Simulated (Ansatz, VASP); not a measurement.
## One calculation of Ta3H, two programs

File INCAR:

```
SYSTEM = Ta3H
PREC = Accurate
ENCUT = 520
EDIFF = 1E-6
ISMEAR = 0
SIGMA = 0.1
LREAL = .FALSE.
LASPH = .TRUE.
NELM = 60
ALGO = Normal
ISIF = 2
LWAVE = .FALSE.
LCHARG = .FALSE.
LDIPOL = .TRUE.
IDIPOL = 3
DIPOL = 0.5 0.5 0.319
GGA = CA
NBANDS = 44
```

KPOINTS

```
Automatic mesh
0
G
  6 6 1
  0 0 0
```

POSCAR

```
Ta3H
1.0
    4.6002247492      0.0000000000      0.0000000000
   -2.3001123746      3.9839114959      0.0000000000
    0.0000000000      0.0000000000     22.4017722044
Ta H
6 2
Direct
    0.6666666667      0.3333333333      0.1785573018
    0.3333333333      0.6666666667      0.2204743848
    0.0000000000      0.0000000000      0.2623914678
    0.6666666667      0.3333333333      0.3016814391
    0.3333333333      0.6666666667      0.3385386112
    0.0000000000      0.0000000000      0.3750494438
    0.2334469093      0.6666666667      0.4379908926
    0.4332197574      0.6666666667      0.4379908926
```

Input for Ansatz:

```yaml
crystal:
  lattice:
    - [4.6002247492, 0.0, 0.0]
    - [-2.3001123746, 3.9839114959, 0.0]
    - [0.0, 0.0, 22.4017722044]
  atoms:
    - { symbol: Ta, position: [0.6666666667, 0.3333333333, 0.1785573018] }
    - { symbol: Ta, position: [0.3333333333, 0.6666666667, 0.2204743848] }
    - { symbol: Ta, position: [0.0, 0.0, 0.2623914678] }
    - { symbol: Ta, position: [0.6666666667, 0.3333333333, 0.3016814391] }
    - { symbol: Ta, position: [0.3333333333, 0.6666666667, 0.3385386112] }
    - { symbol: Ta, position: [0.0, 0.0, 0.3750494438] }
    - { symbol: H, position: [0.2334469093, 0.6666666667, 0.4379908926] }
    - { symbol: H, position: [0.4332197574, 0.6666666667, 0.4379908926] }
basis:
  ecutwfc: 420
kpoints:
  mp_grid: { grid: [6, 6, 1] }
hamiltonian:
  xc: lda
  pseudopotentials: { kind: paw, azcp: { folder: soft_1 } }
scf:
  occupations: { method: gaussian, width: 0.1 }
output:
  forces: true
  eigenvalues: true
efield:
  axis: 3
  dipole_correction: true
  ramp_width: 0.04
```

Alike in both runs: task single point; functional LDA; k mesh 6 × 6 × 1; occupations gaussian, width 0.1 eV; no spin polarisation.

```csv
,VASP,Ansatz
version,VASP 6.6.1,Ansatz 0.2.0
potentials or method,"VASP PAW LDA potentials, release 64 (Ta_pv, H), cutoff 520 eV","scalar-relativistic, plane waves, PAW"
valence electrons in the cell,68,80
```

```csv
,VASP,Ansatz,Ansatz less VASP
gap on the k mesh at the Fermi level (eV),none,none,-
rms of the force components (eV/Å),0.682,0.677,-0.0051
```

Ansatz warns that its potentials were made for another functional, while VASP's fit it. LDA's correlation is that of Perdew and Zunger in VASP and of Perdew and Wang (1992) in Ansatz. Atom by atom the forces differ by 0.024 eV/Å (rms over components). A gap of «none» marks a metal or a gap that the smearing closes. VASP's potentials hold 68 valence electrons a cell and Ansatz's 80, so a difference there can come from the potentials and not from the codes. Ansatz's warnings: vacuum below fermi.

Spin-orbit coupling is off throughout.
